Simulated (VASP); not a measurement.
**Si16O (a cell with a defect): single point with LDA**

System: Si16O (a cell with a defect).

```
Si O
1.0
     0.00000    5.43000    5.43000
     5.43000    0.00000    5.43000
     5.43000    5.43000    0.00000
Si O
16 1
Direct
  0.00238 0.00049 0.99984
  0.12391 0.12914 0.12449
  0.99624 0.00131 0.50001
  0.12450 0.12263 0.62529
  0.03903 0.50405 0.94760
  0.12776 0.62636 0.10979
  0.00219 0.49683 0.48526
  0.15228 0.62947 0.57625
  0.49575 0.97360 0.04786
  0.62821 0.12254 0.14029
  0.49861 0.99682 0.51574
  0.62122 0.08654 0.67664
  0.50130 0.49850 0.99845
  0.66848 0.61632 0.07854
  0.50933 0.45697 0.54698
  0.62624 0.62318 0.62924
  0.68797 0.43985 0.31272
```

```yaml
Program: VASP 6.6.1
Task: single point
Functional: LDA
Potentials_or_basis: VASP PAW LDA potentials, release 64 (Si, O)
Cutoff: 520 eV
k_mesh: 2 × 2 × 2
Occupations: fermi-dirac, width 0.05 eV
Spin: collinear spin, ferromagnetic start
Starting_moments: "[0.0, 0.0, 0.0, 0.0, 0.0, 0.0, 0.0, 0.0, 0.0, 0.0, 0.0, 0.0, 0.0, 0.0, 0.0, 0.0, 1.0] μB"
Dipole_correction: no
Further_INCAR_settings: LREAL = Auto; ALGO = Normal; EDIFF = 1e-06; NBANDS = 53
```

```json
{"Pressure": "0.8 GPa", "Largest force": "0.104 eV/Å", "Band gap on the k mesh": "0.40 eV", "Net moment": "0.00 μB per cell", "Valence electrons inside the program's atomic spheres": "Si 1.71, 1.69, 1.72, 1.70, 1.73 (each value once); O 5.16"}
```

Forces on the atoms (eV/Å):
```
Si  -0.001 -0.003 -0.001
Si   0.004  0.001  0.001
Si   0.002 -0.003 -0.001
Si   0.002  0.001  0.001
Si   0.000  0.005  0.003
Si  -0.002  0.003 -0.001
Si  -0.002 -0.002 -0.004
Si  -0.004 -0.002  0.002
Si   0.004  0.002 -0.001
Si   0.001  0.003  0.004
Si  -0.003  0.003 -0.002
Si  -0.007 -0.001  0.001
Si   0.006  0.001  0.001
Si  -0.032 -0.076  0.058
Si   0.079  0.031 -0.060
Si  -0.001 -0.007  0.002
O   -0.047  0.046 -0.004
```

Stress tensor (GPa, compression positive):
```
 0.70  1.53 -1.13
 1.53  0.69 -1.17
-1.13 -1.17  1.01
```

Levels at points of the mesh, in eV from the valence-band top:
Spin up:
| k point | band 33 | band 34 | band 35 | band 36 | band 37 | band 38 |
| --- | --- | --- | --- | --- | --- | --- |
| (0.00, 0.00, 0.00) | -0.33 | -0.06 | 0.00 | 0.40 | 0.69 | 0.71 |
| (0.50, 0.00, 0.00) | -0.80 | -0.62 | -0.54 | 1.24 | 1.33 | 1.50 |
| (0.00, 0.50, 0.00) | -0.80 | -0.62 | -0.55 | 1.24 | 1.33 | 1.50 |
| (0.00, 0.00, 0.50) | -0.67 | -0.66 | -0.07 | 1.07 | 1.36 | 1.45 |
| (0.50, 0.50, 0.50) | -0.75 | -0.63 | -0.57 | 1.13 | 1.38 | 1.51 |
| (0.50, 0.50, 0.00) | -1.33 | -1.04 | -0.93 | 1.33 | 1.38 | 2.24 |
| (0.00, 0.50, 0.50) | -1.27 | -1.19 | -0.51 | 1.19 | 1.38 | 2.25 |
| (0.50, 0.00, 0.50) | -1.27 | -1.19 | -0.48 | 1.18 | 1.38 | 2.25 |
Spin down:
```tsv
k point	band 32	band 33	band 34	band 35	band 36	band 37	band 38	band 39
(0.00, 0.00, 0.00)	-0.93	-0.33	-0.06	0.00	0.40	0.69	0.71	0.88
(0.50, 0.00, 0.00)	-1.22	-0.80	-0.62	-0.54	1.24	1.33	1.50	1.61
(0.00, 0.50, 0.00)	-1.22	-0.80	-0.62	-0.55	1.24	1.33	1.50	1.62
(0.00, 0.00, 0.50)	-0.74	-0.67	-0.66	-0.07	1.07	1.36	1.45	1.46
(0.50, 0.50, 0.50)	-1.23	-0.75	-0.63	-0.57	1.13	1.38	1.51	1.57
(0.50, 0.50, 0.00)	-1.38	-1.33	-1.04	-0.93	1.33	1.38	2.24	2.32
(0.00, 0.50, 0.50)	-1.44	-1.27	-1.19	-0.51	1.19	1.38	2.25	2.32
(0.50, 0.00, 0.50)	-1.44	-1.27	-1.19	-0.48	1.18	1.38	2.25	2.32
```

Wall time 10 min on 1 thread of Intel Xeon 8259CL (shared host), peak memory 0.49 GiB.

Caveat: the k points lie up to 0.50 Å⁻¹ apart.
